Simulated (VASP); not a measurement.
# Mo (I4/mmm) in VASP: relaxation of cell and atoms with PBEsol

Aim: the relaxation of cell and atoms of Mo with PBEsol.

Program: VASP 6.6.1. These are calculated values, not measurements. Logs are shortened: lines on timing, memory, paths and dates and some standing lists are left out, and cuts for length are marked.

## Step 1: The cell of the first run

It takes space group I4/mmm (No. 139, tetragonal). The conventional cell has a = 2.672 Å, b = 2.672 Å, c = 4.366 Å, α = 90.00°, β = 90.00°, γ = 90.00°. Within 3.5 Å of Mo (site symmetry 4/mmm) lie 12 Mo at 2.67 to 2.89 Å.

## Step 2: Relaxation of cell and atoms, PBEsol

Input file INCAR:

```
SYSTEM = Mo
  ALGO = Fast
  EDIFF = 1E-7
  EDIFFG = -0.01
  ENCUT = 600
  GGA = PS
  IBRION = 2
  ISIF = 3
  ISMEAR = 0
  LASPH = .TRUE.
  LCHARG = .FALSE.
  LREAL = .FALSE.
  LWAVE = .FALSE.
  NELM = 60
  NSW = 100
  PREC = Accurate
  SIGMA = 0.1
```

Input file KPOINTS:

```
k-points
0
G
  22 22 22
  0 0 0
```

Input file POSCAR:

```
Mo
1.0
   -1.3361055268      1.3361055268      2.1828536968
    1.3361055268     -1.3361055268      2.1828536968
    1.3361055268      1.3361055268     -2.1828536968
Mo
1
Direct
    0.0000000000      0.0000000000      0.0000000000
```

Potentials or basis: VASP PAW PBE potentials, release 64 (Mo_sv).

On the command line:

```sh
$ cat potpaw_PBE.64/Mo_sv/POTCAR > POTCAR
$ mpirun -np 1 vasp_std > vasp.out
```

OUTCAR:

```text
SYSTEM = Mo
   EDIFF = 1E-7
   EDIFFG = -0.01
   ENCUT = 600
   GGA = PS
   IBRION = 2
   ISIF = 3
   ISMEAR = 0
   LASPH = .TRUE.
   LREAL = .FALSE.
   NELM = 60
   NSW = 100
   PREC = Accurate

 ion  position               nearest neighbor table
   1  0.000  0.000  0.000-

  LATTYP: Found a body centered tetragonal cell.
 ALAT       =     2.6722110536
 C/A-ratio  =     1.6337434828

  Lattice vectors:

 A1 = (  -1.3361055268,   1.3361055268,   2.1828536968)
 A2 = (   1.3361055268,  -1.3361055268,   2.1828536968)
 A3 = (   1.3361055268,   1.3361055268,  -2.1828536968)

Analysis of symmetry for initial positions (statically):
=====================================================================
 Subroutine PRICEL returns:
 Original cell was already a primitive cell.

 Routine SETGRP: Setting up the symmetry group for a
 body centered tetragonal supercell.

 Subroutine GETGRP returns: Found 16 space group operations
 (whereof 16 operations were pure point group operations)
 out of a pool of 16 trial point group operations.

The static configuration has the point symmetry D_4h.

Analysis of symmetry for dynamics (positions and initial velocities):
=====================================================================
 Subroutine PRICEL returns:
 Original cell was already a primitive cell.

 Routine SETGRP: Setting up the symmetry group for a
 body centered tetragonal supercell.

 Subroutine GETGRP returns: Found 16 space group operations
 (whereof 16 operations were pure point group operations)
 out of a pool of 16 trial point group operations.

The dynamic configuration has the point symmetry D_4h.

 Subroutine INISYM returns: Found 16 space group operations
 (whereof 16 operations are pure point group operations),
 and found     1 'primitive' translations

----------------------------------------------------------------------------------------

                                     Primitive cell

  volume of cell :      15.5871

  direct lattice vectors                    reciprocal lattice vectors
    -1.336105527  1.336105527  2.182853697     0.000000000  0.374221938  0.229057953
     1.336105527 -1.336105527  2.182853697     0.374221938  0.000000000  0.229057953
     1.336105527  1.336105527 -2.182853697     0.374221938  0.374221938  0.000000000

  length of vectors
     2.887075721  2.887075721  2.887075721     0.438759165  0.438759165  0.529229740

  position of ions in fractional coordinates (direct lattice)
     0.000000000  0.000000000  0.000000000

  ion indices of the primitive-cell ions
   primitive index   ion index
                 1           1

----------------------------------------------------------------------------------------

 KPOINTS: k-points

Automatic generation of k-mesh.
 Grid dimensions read from file:
 generate k-points for:   22   22   22

 Generating k-lattice:

  Cartesian coordinates                     Fractional coordinates (reciprocal lattice)
     0.000000000  0.017010088  0.010411725     0.045454545  0.000000000  0.000000000
     0.017010088  0.000000000  0.010411725     0.000000000  0.045454545  0.000000000
     0.017010088  0.017010088  0.000000000     0.000000000  0.000000000  0.045454545

  Length of vectors
     0.019943598  0.019943598  0.024055897

  Shift w.r.t. Gamma in fractional coordinates (k-lattice)
     0.000000000  0.000000000  0.000000000

 Subroutine IBZKPT returns following result:
 ===========================================

 Found    834 irreducible k-points:

 Following reciprocal coordinates:
            Coordinates               Weight
  0.000000  0.000000  0.000000      1.000000
  0.045455 -0.000000  0.000000      8.000000
  0.090909 -0.000000  0.000000      8.000000
  0.136364 -0.000000  0.000000      8.000000
  0.181818 -0.000000  0.000000      8.000000
  0.227273 -0.000000  0.000000      8.000000
[... 16 lines left out ...]
  0.500000  0.045455  0.000000     16.000000
 -0.454545  0.045455 -0.000000     16.000000
 [... further k-points ...]
   k-points           NKPTS =    834   k-points in BZ     NKDIM =    834   number of bands    NBANDS=     11
   number of dos      NEDOS =    301   number of ions     NIONS =      1
   total plane-waves  NPLWV =  13824
   dimension x,y,z NGX =    24 NGY =   24 NGZ =   24
   dimension x,y,z NGXF=    48 NGYF=   48 NGZF=   48
   ions per type =               1
   NGX,Y,Z   is equivalent  to a cutoff of  13.82, 13.82, 13.82 a.u.
   NGXF,Y,Z  is equivalent  to a cutoff of  27.64, 27.64, 27.64 a.u.
 SYSTEM =  Mo
   PREC   = accura    normal or accurate (medium, high low for compatibility)
   ISTART =      0    job   : 0-new  1-cont  2-samecut
   ICHARG =      2    charge: 1-file 2-atom 10-const
   ISPIN  =      1    spin polarized calculation?
   LNONCOLLINEAR =      F non collinear calculations
   LSORBIT =      F    spin-orbit coupling
   LASPH  =      T    aspherical Exc in radial PAW
   ENCUT  =  600.0 eV  44.10 Ry    6.64 a.u.   5.77  5.77  5.77*2*pi/ulx,y,z
   NELM   =     60;   NELMIN=  2; NELMDL= -5     # of ELM steps
   EDIFF  = 0.1E-06   stopping-criterion for ELM
   LREAL  =      F    real-space projection
   EDIFFG = -.1E-01   stopping-criterion for IOM
   NSW    =    100    number of steps for IOM
   IBRION =      2    ionic relax: 0-MD 1-quasi-New 2-CG
   NFREE  =      1    steps in history (QN), initial steepest desc. (CG)
   ISIF   =      3    stress and relaxation
   ISYM   =      2    0-nonsym 1-usesym 2-fastsym
   POTIM  = 0.5000    time-step for ionic-motion
   TEBEG  =    0.0;   TEEND  =   0.0 temperature during run
   PSTRESS=    0.0 pullay stress
   NELECT =      14.0000    total number of electrons
   NUPDOWN=      -1.0000    fix difference up-down
   EMIN   =  10.00;   EMAX   =-10.00  energy-range for DOS
   EFERMI =   0.00;   METHOD = LEGACY
   ISMEAR =     0;   SIGMA  =   0.10  broadening in eV -4-tet -1-fermi 0-gaus
   EFERMI_NEDOS =   21; number of points for ismear=-14 and -15
   IALGO  =     68    algorithm
   IMIX   =      4    mixing-type and parameters
     AMIX     =   0.40;   BMIX     =  1.00
     AMIX_MAG =   1.60;   BMIX_MAG =  1.00
  volume/ion in A,a.u.               =      15.59       105.19
  Fermi-wavevector in a.u.,A,eV,Ry     =   1.579533  2.984885 33.945523  2.494926
  Thomas-Fermi vector in A             =   2.679898
   LORBIT       =      0    0 simple, 1 ext, 2 COOP (PROOUT), +10 PAW based schemes
   GGA     = PS    functional components
   LHFCALC =     F    Hartree Fock is set to
   AEXX    =    0.0000 exact exchange contribution
   IVDW    =     0    specifies the selected vdW correction
   LEPSILON=     F    determine dielectric tensor
   LRPA    =     F    only Hartree local field effects (RPA)
 conjugate gradient relaxation of ions
 non-spin polarized calculation
 RMM-DIIS sequential band-by-band and
 Gauss-broadening in eV      SIGMA  =   0.10
  energy-cutoff  :      600.00
  volume of cell :       15.59
 maximum number of plane-waves:       541
   NGX = 11   NGY = 11   NGZ = 11

--------------------------------------- Ionic step        1  -------------------------------------------

 number of electron      13.9999999 magnetization

 Free energy of the ion-electron system (eV)
  ---------------------------------------------------
  ext. energy  EPLUGINS =         0.00000000
  ---------------------------------------------------
  free energy    TOTEN  =       -11.41527084 eV

  energy without entropy =      -11.40985767  energy(sigma->0) =      -11.41256425

------------------------ aborting loop because EDIFF is reached ----------------------------------------

  FORCE on cell =-STRESS in cart. coord.  units (eV):
  Direction    XX          YY          ZZ          XY          YZ          ZX
  --------------------------------------------------------------------------------------
  -------------------------------------------------------------------------------------
  Total       -0.1987606     -0.1987606      0.4996915      0.0000000      0.0000000      0.0000000
  in kB      -20.4303010    -20.4303010     51.3625340      0.0000000      0.0000000      0.0000000
  external PRESSURE =       3.5006440 kB  Pullay stress =       0.0000000 kB
[... 86 lines left out ...]
  FREE ENERGIE OF THE ION-ELECTRON SYSTEM (eV)
  ---------------------------------------------------
  free  energy   TOTEN  =       -11.4126331026 eV

  energy  without entropy=      -11.4082772516  energy(sigma->0) =      -11.41045518

[... ionic steps 4 to 7 ...]

--------------------------------------- Ionic step        8  -------------------------------------------

 number of electron      14.0000000 magnetization

------------------------ aborting loop because EDIFF is reached ----------------------------------------

  FORCE on cell =-STRESS in cart. coord.  units (eV):
  Direction    XX          YY          ZZ          XY          YZ          ZX
  --------------------------------------------------------------------------------------
  -------------------------------------------------------------------------------------
  Total        0.3932063      0.3932063      0.2541254      0.0000000     -0.0000000      0.0000000
  in kB       40.7185607     40.7185607     26.3160066      0.0000000     -0.0000000      0.0000000
  external PRESSURE =      35.9177094 kB  Pullay stress =       0.0000000 kB
[... 55 lines left out ...]
  energy  without entropy=      -11.4334267925  energy(sigma->0) =      -11.43566246

--------------------------------------- Ionic step       10  -------------------------------------------

 number of electron      13.9999999 magnetization

 Free energy of the ion-electron system (eV)
  ---------------------------------------------------
  ext. energy  EPLUGINS =         0.00000000
  ---------------------------------------------------
  free energy    TOTEN  =       -11.43790339 eV

  energy without entropy =      -11.43342106  energy(sigma->0) =      -11.43566222

 E-fermi :  12.3745     XC(G=0): -13.4908

 val. band max:       12.3735112625   @ k =   0.5000   0.1818   0.0000
 cond. band min:      12.3748321507   @ k =   0.3636   0.3636   0.1364
 fundamental gap:      0.0013208882
 Fermi energy:        12.3744806362

 k-point     1 :       0.0000    0.0000    0.0000
  band No.  band energies     occupation
      1     -48.7303      2.00000
      2     -22.2100      2.00000
      3     -21.8785      2.00000
      4     -21.8785      2.00000
      5       5.1723      2.00000
      6       9.4828      2.00000
      7      11.5990      2.00000
      8      12.4957      0.08650
      9      12.4957      0.08650
     10      15.7682      0.00000
     11      25.8046      0.00000
[... 309 lines left out ...]
 k-point    24 :      -0.4545    0.0455   -0.0000
  band No.  band energies     occupation
      1     -48.4544      2.00000
      2     -23.4804      2.00000
      3     -22.4361      2.00000
      4     -21.8855      2.00000
      5       7.3155      2.00000
      6       9.9836      2.00000
      7      12.2040      1.98406
      8      13.2232      0.00000
      9      15.6416      0.00000
     10      16.3887      0.00000
     11      23.9783      0.00000

 [... further k-points ...]

------------------------ aborting loop because EDIFF is reached ----------------------------------------

  FORCE on cell =-STRESS in cart. coord.  units (eV):
  Direction    XX          YY          ZZ          XY          YZ          ZX
  --------------------------------------------------------------------------------------
  -------------------------------------------------------------------------------------
  Total       -0.0011067     -0.0011067      0.0022971      0.0000000     -0.0000000      0.0000000
  in kB       -0.1131164     -0.1131164      0.2347874      0.0000000     -0.0000000      0.0000000
  external PRESSURE =       0.0028515 kB  Pullay stress =       0.0000000 kB
[... 16 lines left out ...]
  FREE ENERGIE OF THE ION-ELECTRON SYSTEM (eV)
  ---------------------------------------------------
  free  energy   TOTEN  =       -11.4379033864 eV

  energy  without entropy=      -11.4334210601  energy(sigma->0) =      -11.43566222

 reached required accuracy - stopping structural energy minimisation
```

Run time: 29 min. Hardware: 1 thread of Oxide Virtual Turin-like, shared host; peak memory 0.28 GiB.

Results:

```yaml
Free_energy: -11.4379 eV
Relaxed_volume: 15.68 Å³/atom
Relaxed_cell: a = 2.949 Å, b = 2.949 Å, c = 2.949 Å, α = 127.45°, β = 127.45°, γ = 77.52°
Space_group_after_relaxing_to_0.1_Å: I4/mmm (No. 139)
Energy_gained_by_relaxing: 22.6 meV/atom
Ionic_steps: 10
Pressure_after_relaxing: 0.0 GPa
Band_gap_on_the_k_mesh: zero (bands 7 and 8 overlap by 3.21 eV)
```

Step by step:
```
step  energy change (eV)  largest force (eV/Å)  pressure (GPa)  volume (Å³)
   1              0.0000                0.0000            0.35        15.59
   2             -0.0134                0.0000           -0.48        15.66
   3              0.0026                0.0000           -0.44        15.80
   4             -0.0211                0.0000           -0.84        15.71
   5             -0.0222                0.0000           -1.00        15.74
   6             -0.0224                0.0000           -0.94        15.73
   7             -0.0225                0.0000           -0.97        15.73
   8             -0.0202                0.0000            3.59        15.47
   9             -0.0226                0.0000           -0.03        15.68
  10             -0.0226                0.0000            0.00        15.68
```

Final structure:
```yaml
crystal:
  lattice:
    - [-1.30542, 1.30542, 2.29961]
    - [1.30542, -1.30542, 2.29961]
    - [1.30542, 1.30542, -2.29961]
  atoms:
    - { symbol: Mo, position: [0.00000, 0.00000, 0.00000] }
```

Caveat: the PAW data sets were made with another functional, which shifts forces and pressure a little.
